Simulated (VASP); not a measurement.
# KYSe2 (P4/mmm) in VASP: a series of runs, part 2 of 2

VASP 6.6.1. Earlier steps stand in the parts before.

### Step 4. Single point, r2SCAN

This run uses another cell than the first one, of 27.38 Å³/atom.

File POSCAR:

```
KYSe2
1.0
    4.3197464719      0.0000000000      0.0000000000
    0.0000000000      4.3197464719      0.0000000000
    0.0000000000      0.0000000000      5.8682761253
K Se Y
1 2 1
Direct
    0.0000000000      0.0000000000      0.0000000000
    0.0000000000      0.0000000000      0.5000000000
    0.5000000000      0.5000000000      0.0000000000
    0.5000000000      0.5000000000      0.5000000000
```

File INCAR.step1:

```
SYSTEM = KYSe2
PREC = Accurate ; ENCUT = 520
ISMEAR = 0 ; SIGMA = 0.01
LREAL = .False. ; LASPH = .True.
NELM = 100 ; NBANDS = 24
GGA = PE ; ALGO = Normal
EDIFF = 1E-4 ; LWAVE = .True.
LCHARG = .False.
```

File INCAR.step2:

```
SYSTEM = KYSe2
PREC = Accurate ; ENCUT = 520
EDIFF = 1E-7 ; ISMEAR = 0
SIGMA = 0.01 ; LREAL = .False.
LASPH = .True. ; NELM = 100
ALGO = Normal ; ISIF = 2
LWAVE = .False. ; LCHARG = .False.
METAGGA = R2SCAN ; LMIXTAU = .True.
NBANDS = 24 ; ISTART = 1
```

File KPOINTS:

```
regular mesh
0
Gamma
  6 6 4
  0 0 0
```

Potentials or basis: VASP PAW PBE potentials, release 64 (K_sv, Se, Y_sv).

Started as:

```bash
$ cat potpaw_PBE.64/K_sv/POTCAR potpaw_PBE.64/Se/POTCAR potpaw_PBE.64/Y_sv/POTCAR > POTCAR
$ cp INCAR.step1 INCAR
$ mpirun -np 1 vasp_std > vasp.out
$ cp INCAR.step2 INCAR
$ mpirun -np 1 vasp_std > vasp.out
```

OUTCAR:

```text
SYSTEM = KYSe2
   PREC = Accurate
   ENCUT = 520
   EDIFF = 1E-7
   ISMEAR = 0
   LREAL = .False.
   LASPH = .True.
   NELM = 100
   ISIF = 2
   METAGGA = R2SCAN
   ISTART = 1

 ion  position               nearest neighbor table
   1  0.000  0.000  0.000-   2 2.93   2 2.93   3 3.05   3 3.05   3 3.05   3 3.05
   2  0.000  0.000  0.500-   1 2.93   1 2.93   4 3.05   4 3.05   4 3.05   4 3.05
   3  0.500  0.500  0.000-   4 2.93   4 2.93   1 3.05   1 3.05   1 3.05   1 3.05
   4  0.500  0.500  0.500-   3 2.93   3 2.93   2 3.05   2 3.05   2 3.05   2 3.05

  LATTYP: Found a simple tetragonal cell.
 ALAT       =     4.3197464719
 C/A-ratio  =     1.3584769762

  Lattice vectors:

 A1 = (   4.3197464719,   0.0000000000,   0.0000000000)
 A2 = (   0.0000000000,   4.3197464719,   0.0000000000)
 A3 = (   0.0000000000,   0.0000000000,   5.8682761253)

Analysis of symmetry for initial positions (statically):
=====================================================================
 Subroutine PRICEL returns:
 Original cell was already a primitive cell.

 Routine SETGRP: Setting up the symmetry group for a
 simple tetragonal supercell.

 Subroutine GETGRP returns: Found 16 space group operations
 (whereof 16 operations were pure point group operations)
 out of a pool of 16 trial point group operations.

The static configuration has the point symmetry D_4h.

Analysis of symmetry for dynamics (positions and initial velocities):
=====================================================================
 Subroutine PRICEL returns:
 Original cell was already a primitive cell.

 Routine SETGRP: Setting up the symmetry group for a
 simple tetragonal supercell.

 Subroutine GETGRP returns: Found 16 space group operations
 (whereof 16 operations were pure point group operations)
 out of a pool of 16 trial point group operations.

The dynamic configuration has the point symmetry D_4h.

 Subroutine INISYM returns: Found 16 space group operations
 (whereof 16 operations are pure point group operations),
 and found     1 'primitive' translations

----------------------------------------------------------------------------------------

                                     Primitive cell

  volume of cell :     109.5033

  direct lattice vectors                    reciprocal lattice vectors
     4.319746472  0.000000000  0.000000000     0.231495067  0.000000000  0.000000000
     0.000000000  4.319746472  0.000000000     0.000000000  0.231495067  0.000000000
     0.000000000  0.000000000  5.868276125     0.000000000  0.000000000  0.170407796

  length of vectors
     4.319746472  4.319746472  5.868276125     0.231495067  0.231495067  0.170407796

  position of ions in fractional coordinates (direct lattice)
     0.000000000  0.000000000  0.000000000
     0.000000000  0.000000000  0.500000000
     0.500000000  0.500000000  0.000000000
     0.500000000  0.500000000  0.500000000

  ion indices of the primitive-cell ions
   primitive index   ion index
                 1           1
                 2           2
                 3           3
                 4           4

----------------------------------------------------------------------------------------

 KPOINTS: regular mesh

Automatic generation of k-mesh.
 Grid dimensions read from file:
 generate k-points for:    6    6    4

 Generating k-lattice:

  Cartesian coordinates                     Fractional coordinates (reciprocal lattice)
     0.038582511  0.000000000  0.000000000     0.166666667  0.000000000  0.000000000
     0.000000000  0.038582511  0.000000000     0.000000000  0.166666667  0.000000000
     0.000000000  0.000000000  0.042601949     0.000000000  0.000000000  0.250000000

  Length of vectors
     0.038582511  0.038582511  0.042601949

  Shift w.r.t. Gamma in fractional coordinates (k-lattice)
     0.000000000  0.000000000  0.000000000

 Subroutine IBZKPT returns following result:
 ===========================================

 Found     30 irreducible k-points:

 Following reciprocal coordinates:
            Coordinates               Weight
  0.000000  0.000000  0.000000      1.000000
  0.166667  0.000000  0.000000      4.000000
  0.333333  0.000000  0.000000      4.000000
  0.500000  0.000000  0.000000      2.000000
  0.166667  0.166667  0.000000      4.000000
  0.333333  0.166667  0.000000      8.000000
[... 16 lines left out ...]
  0.333333  0.000000  0.500000      4.000000
  0.500000  0.000000  0.500000      2.000000
 [... further k-points ...]
   k-points           NKPTS =     30   k-points in BZ     NKDIM =     30   number of bands    NBANDS=     24
   number of dos      NEDOS =    301   number of ions     NIONS =      4
   total plane-waves  NPLWV =  49152
   dimension x,y,z NGX =    32 NGY =   32 NGZ =   48
   dimension x,y,z NGXF=    64 NGYF=   64 NGZF=   96
   ions per type =               1   2   1
   NGX,Y,Z   is equivalent  to a cutoff of  12.32, 12.32, 13.60 a.u.
   NGXF,Y,Z  is equivalent  to a cutoff of  24.63, 24.63, 27.20 a.u.
 SYSTEM =  KYSe2
   PREC   = accura    normal or accurate (medium, high low for compatibility)
   ISTART =      1    job   : 0-new  1-cont  2-samecut
   ICHARG =      0    charge: 1-file 2-atom 10-const
   ISPIN  =      1    spin polarized calculation?
   LNONCOLLINEAR =      F non collinear calculations
   LSORBIT =      F    spin-orbit coupling
   LASPH  =      T    aspherical Exc in radial PAW
   ENCUT  =  520.0 eV  38.22 Ry    6.18 a.u.   8.03  8.03 10.91*2*pi/ulx,y,z
   NELM   =    100;   NELMIN=  2; NELMDL=  0     # of ELM steps
   EDIFF  = 0.1E-06   stopping-criterion for ELM
   LREAL  =      F    real-space projection
   EDIFFG = 0.1E-05   stopping-criterion for IOM
   NSW    =      0    number of steps for IOM
   IBRION =     -1    ionic relax: 0-MD 1-quasi-New 2-CG
   NFREE  =      0    steps in history (QN), initial steepest desc. (CG)
   ISIF   =      2    stress and relaxation
   ISYM   =      2    0-nonsym 1-usesym 2-fastsym
   POTIM  = 0.5000    time-step for ionic-motion
   TEBEG  =    0.0;   TEEND  =   0.0 temperature during run
   PSTRESS=    0.0 pullay stress
   NELECT =      32.0000    total number of electrons
   NUPDOWN=      -1.0000    fix difference up-down
   EMIN   =  10.00;   EMAX   =-10.00  energy-range for DOS
   EFERMI =   0.00;   METHOD = LEGACY
   ISMEAR =     0;   SIGMA  =   0.01  broadening in eV -4-tet -1-fermi 0-gaus
   EFERMI_NEDOS =   21; number of points for ismear=-14 and -15
   IALGO  =     38    algorithm
   IMIX   =      4    mixing-type and parameters
     AMIX     =   0.40;   BMIX     =  1.00
     AMIX_MAG =   1.60;   BMIX_MAG =  1.00
  volume/ion in A,a.u.               =      27.38       184.74
  Fermi-wavevector in a.u.,A,eV,Ry     =   1.086382  2.052964 16.057941  1.180225
  Thomas-Fermi vector in A             =   2.222517
   LORBIT       =      0    0 simple, 1 ext, 2 COOP (PROOUT), +10 PAW based schemes
   METAGGA = R2SCAN    functional components
   LHFCALC =     F    Hartree Fock is set to
   AEXX    =    0.0000 exact exchange contribution
   IVDW    =     0    specifies the selected vdW correction
   LEPSILON=     F    determine dielectric tensor
   LRPA    =     F    only Hartree local field effects (RPA)
 non-spin polarized calculation
 Gauss-broadening in eV      SIGMA  =   0.01
  energy-cutoff  :      520.00
  volume of cell :      109.50
 maximum number of plane-waves:      2976
   NGX = 17   NGY = 17   NGZ = 21

 number of electron      32.0000004 magnetization

 Free energy of the ion-electron system (eV)
  ---------------------------------------------------
  ext. energy  EPLUGINS =         0.00000000
  ---------------------------------------------------
  free energy    TOTEN  =       -61.82782068 eV

  energy without entropy =      -61.82782068  energy(sigma->0) =      -61.82782068

 E-fermi :   2.1152     XC(G=0):  -9.5034

 val. band max:        2.0058087495   @ k =   0.0000   0.0000   0.0000
 cond. band min:       2.5025664088   @ k =   0.0000   0.0000   0.0000
 fundamental gap:      0.4967576593
 Fermi energy:         2.1151684960

 k-point     1 :       0.0000    0.0000    0.0000
  band No.  band energies     occupation
      1     -42.9681      2.00000
      2     -27.5667      2.00000
      3     -22.2502      2.00000
      4     -22.2502      2.00000
      5     -22.1117      2.00000
      6     -10.9745      2.00000
[... 637 lines left out ...]
     23       8.5298      0.00000
     24       9.4271      0.00000

 [... further k-points ...]

------------------------ aborting loop because EDIFF is reached ----------------------------------------

  FORCE on cell =-STRESS in cart. coord.  units (eV):
  Direction    XX          YY          ZZ          XY          YZ          ZX
  --------------------------------------------------------------------------------------
  -------------------------------------------------------------------------------------
  Total        0.0186906      0.0186906      0.0332218      0.0000000     -0.0000000     -0.0000000
  in kB        0.2734677      0.2734677      0.4860788      0.0000000     -0.0000000     -0.0000000
  external PRESSURE =       0.3443381 kB  Pullay stress =       0.0000000 kB

 VOLUME and BASIS-vectors are now :
 -----------------------------------------------------------------------------
  energy-cutoff  :      520.00
  volume of cell :      109.50
      direct lattice vectors                 reciprocal lattice vectors
     4.319746472  0.000000000  0.000000000     0.231495067  0.000000000  0.000000000
     0.000000000  4.319746472  0.000000000     0.000000000  0.231495067  0.000000000
     0.000000000  0.000000000  5.868276125     0.000000000  0.000000000  0.170407796

 POSITION                                       TOTAL-FORCE (eV/Angst)
 -----------------------------------------------------------------------------------
      0.00000      0.00000      0.00000         0.000000      0.000000      0.000000
      0.00000      0.00000      2.93414         0.000000      0.000000      0.000000
      2.15987      2.15987      0.00000         0.000000      0.000000      0.000000
      2.15987      2.15987      2.93414         0.000000      0.000000      0.000000
 -----------------------------------------------------------------------------------
    total drift:                                0.000000     -0.000000     -0.000000

  FREE ENERGIE OF THE ION-ELECTRON SYSTEM (eV)
  ---------------------------------------------------
  free  energy   TOTEN  =       -61.8278206790 eV

  energy  without entropy=      -61.8278206790  energy(sigma->0) =      -61.82782068
```

It took 2.2 min on 1 thread of Intel Xeon 6975P-C (Granite Rapids), shared host; peak memory 0.29 GiB.

What came out:

- Free energy: -61.8278 eV
- Pressure: 0.0 GPa
- Band gap on the k mesh: 0.50 eV

Caveat: semilocal functionals underestimate gaps, and a narrow one can read as zero; the PAW data sets were made with another functional, which shifts forces and pressure a little.

### Step 5. Single point, r2SCAN (28.20 Å³/atom)

This run uses another cell than the first one, of 28.20 Å³/atom.

File POSCAR:

```
KYSe2
1.0
    4.3625190206      0.0000000000      0.0000000000
    0.0000000000      4.3625190206      0.0000000000
    0.0000000000      0.0000000000      5.9263816480
K Se Y
1 2 1
Direct
    0.0000000000      0.0000000000      0.0000000000
    0.0000000000      0.0000000000      0.5000000000
    0.5000000000      0.5000000000      0.0000000000
    0.5000000000      0.5000000000      0.5000000000
```

File INCAR.step1:

```
SYSTEM = KYSe2
PREC     = Accurate       ! precision mode
ENCUT    = 520            ! plane-wave cutoff, eV
ISMEAR   = 0              ! smearing method
SIGMA    = 0.01           ! smearing width, eV
LREAL    = .False.        ! projectors in reciprocal space
LASPH    = .True.         ! aspherical terms in the spheres
NELM     = 100            ! most SCF steps
NBANDS   = 24             ! bands
GGA      = PE             ! functional
ALGO     = Normal         ! electronic algorithm
EDIFF    = 1E-4           ! SCF threshold, eV
LWAVE    = .True.         ! write WAVECAR
LCHARG   = .False.        ! write CHGCAR
```

File INCAR.step2:

```
SYSTEM = KYSe2
PREC     = Accurate       ! precision mode
ENCUT    = 520            ! plane-wave cutoff, eV
EDIFF    = 1E-6           ! SCF threshold, eV
ISMEAR   = 0              ! smearing method
SIGMA    = 0.01           ! smearing width, eV
LREAL    = .False.        ! projectors in reciprocal space
LASPH    = .True.         ! aspherical terms in the spheres
NELM     = 100            ! most SCF steps
ALGO     = Normal         ! electronic algorithm
ISIF     = 2              ! what is computed and relaxed
LWAVE    = .False.        ! write WAVECAR
LCHARG   = .False.        ! write CHGCAR
METAGGA  = R2SCAN         ! meta-GGA
LMIXTAU  = .True.       
NBANDS   = 24             ! bands
ISTART   = 1
```

KPOINTS is that of step 4.

Potentials or basis: VASP PAW PBE potentials, release 64 (K_sv, Se, Y_sv).

Started as:

```bash
$ cat potpaw_PBE.64/K_sv/POTCAR potpaw_PBE.64/Se/POTCAR potpaw_PBE.64/Y_sv/POTCAR > POTCAR
$ cp INCAR.step1 INCAR
$ mpirun -np 1 vasp_std > vasp.out
$ cp INCAR.step2 INCAR
$ mpirun -np 1 vasp_std > vasp.out
```

OUTCAR:

```text
SYSTEM = KYSe2
   PREC = Accurate
   ENCUT = 520
   EDIFF = 1E-6
   ISMEAR = 0
   LREAL = .False.
   LASPH = .True.
   NELM = 100
   ISIF = 2
   METAGGA = R2SCAN
   ISTART = 1

 ion  position               nearest neighbor table
   1  0.000  0.000  0.000-   2 2.96   2 2.96   3 3.08   3 3.08   3 3.08   3 3.08
   2  0.000  0.000  0.500-   1 2.96   1 2.96   4 3.08   4 3.08   4 3.08   4 3.08
   3  0.500  0.500  0.000-   4 2.96   4 2.96   1 3.08   1 3.08   1 3.08   1 3.08
   4  0.500  0.500  0.500-   3 2.96   3 2.96   2 3.08   2 3.08   2 3.08   2 3.08

  LATTYP: Found a simple tetragonal cell.
 ALAT       =     4.3625190206
 C/A-ratio  =     1.3584769763

  Lattice vectors:

 A1 = (   4.3625190206,   0.0000000000,   0.0000000000)
 A2 = (   0.0000000000,   4.3625190206,   0.0000000000)
 A3 = (   0.0000000000,   0.0000000000,   5.9263816480)

Analysis of symmetry for initial positions (statically):
=====================================================================
 Subroutine PRICEL returns:
 Original cell was already a primitive cell.

 Routine SETGRP: Setting up the symmetry group for a
 simple tetragonal supercell.
[... 170 lines left out ...]

 E-fermi :   1.9781     XC(G=0):  -9.3705

 val. band max:        1.8189753410   @ k =   0.0000   0.0000   0.0000
 cond. band min:       2.3558860752   @ k =   0.0000   0.0000   0.0000
 fundamental gap:      0.5369107343
 Fermi energy:         1.9780910087

 k-point     1 :       0.0000    0.0000    0.0000
  band No.  band energies     occupation
      1     -43.2788      2.00000
      2     -27.7750      2.00000
      3     -22.5496      2.00000
      4     -22.5496      2.00000
      5     -22.4072      2.00000
      6     -11.0745      2.00000
[... 637 lines left out ...]
     23       8.1004      0.00000
     24       9.1146      0.00000

 [... further k-points ...]

------------------------ aborting loop because EDIFF is reached ----------------------------------------

  FORCE on cell =-STRESS in cart. coord.  units (eV):
  Direction    XX          YY          ZZ          XY          YZ          ZX
  --------------------------------------------------------------------------------------
  -------------------------------------------------------------------------------------
  Total       -0.8928935     -0.8928935     -1.2097883      0.0000000     -0.0000000     -0.0000000
  in kB      -12.6836993    -12.6836993    -17.1852436      0.0000000     -0.0000000     -0.0000000
  external PRESSURE =     -14.1842141 kB  Pullay stress =       0.0000000 kB

 VOLUME and BASIS-vectors are now :
 -----------------------------------------------------------------------------
  energy-cutoff  :      520.00
  volume of cell :      112.79
      direct lattice vectors                 reciprocal lattice vectors
     4.362519021  0.000000000  0.000000000     0.229225362  0.000000000  0.000000000
     0.000000000  4.362519021  0.000000000     0.000000000  0.229225362  0.000000000
     0.000000000  0.000000000  5.926381648     0.000000000  0.000000000  0.168737024

 POSITION                                       TOTAL-FORCE (eV/Angst)
 -----------------------------------------------------------------------------------
      0.00000      0.00000      0.00000         0.000000      0.000000      0.000000
      0.00000      0.00000      2.96319         0.000000      0.000000      0.000000
      2.18126      2.18126      0.00000         0.000000      0.000000      0.000000
      2.18126      2.18126      2.96319         0.000000      0.000000      0.000000
 -----------------------------------------------------------------------------------
    total drift:                                0.000000     -0.000000     -0.000000

  FREE ENERGIE OF THE ION-ELECTRON SYSTEM (eV)
  ---------------------------------------------------
  free  energy   TOTEN  =       -61.8134217060 eV

  energy  without entropy=      -61.8134217060  energy(sigma->0) =      -61.81342171
```

Run time: 99 s. Hardware: 1 thread of Intel Xeon 6975P-C (Granite Rapids), shared host; peak memory 0.29 GiB.

What came out:

* Free energy: -61.8134 eV
* Pressure: -1.4 GPa
* Band gap on the k mesh: 0.54 eV

Stress tensor (GPa, compression positive):
```
-1.27  0.00  0.00
 0.00 -1.27  0.00
 0.00  0.00 -1.72
```

Levels at points of the mesh, in eV from the valence-band top:
| k point | band 14 | band 15 | band 16 | band 17 | band 18 | band 19 |
| --- | --- | --- | --- | --- | --- | --- |
| (0.00, 0.00, 0.00) | -0.48 | 0.00 | 0.00 | 0.54 | 2.16 | 2.32 |
| (0.50, 0.00, 0.00) | -1.67 | -1.63 | -0.55 | 2.71 | 2.96 | 3.06 |
| (0.50, 0.50, 0.00) | -1.08 | -0.66 | -0.66 | 1.26 | 1.26 | 3.02 |
| (0.00, 0.00, 0.50) | -1.92 | -0.45 | -0.45 | 0.61 | 2.17 | 2.43 |
| (0.50, 0.00, 0.50) | -2.42 | -0.91 | -0.79 | 3.11 | 3.63 | 3.68 |
| (0.50, 0.50, 0.50) | -1.80 | -1.35 | -1.35 | 2.94 | 2.94 | 3.16 |

Caveat: semilocal functionals underestimate gaps, and a narrow one can read as zero; the PAW data sets were made with another functional, which shifts forces and pressure a little. A k mesh can miss the band edges.

### Step 6. Summary

```tsv
cell	gap on the mesh (eV)	pressure (GPa)
a = 4.276, b = 4.276, c = 5.809 Å, 4 atoms	0.45	1.8
a = 4.320, b = 4.320, c = 5.868 Å, 4 atoms	0.50	0.0
a = 4.363, b = 4.363, c = 5.926 Å, 4 atoms	0.54	-1.4
```

Alike in all rows: task single point; level r2SCAN; potentials or basis VASP PAW PBE potentials, release 64 (K_sv, Se, Y_sv); no spin polarisation; k mesh 6 × 6 × 4; cutoff (eV) 520; smearing gaussian 0.01 eV.

Caveats: semilocal functionals underestimate gaps, and a narrow one can read as zero; the PAW data sets were made with another functional, which shifts forces and pressure a little.

Absolute energies hang on the potentials; compare differences alone.
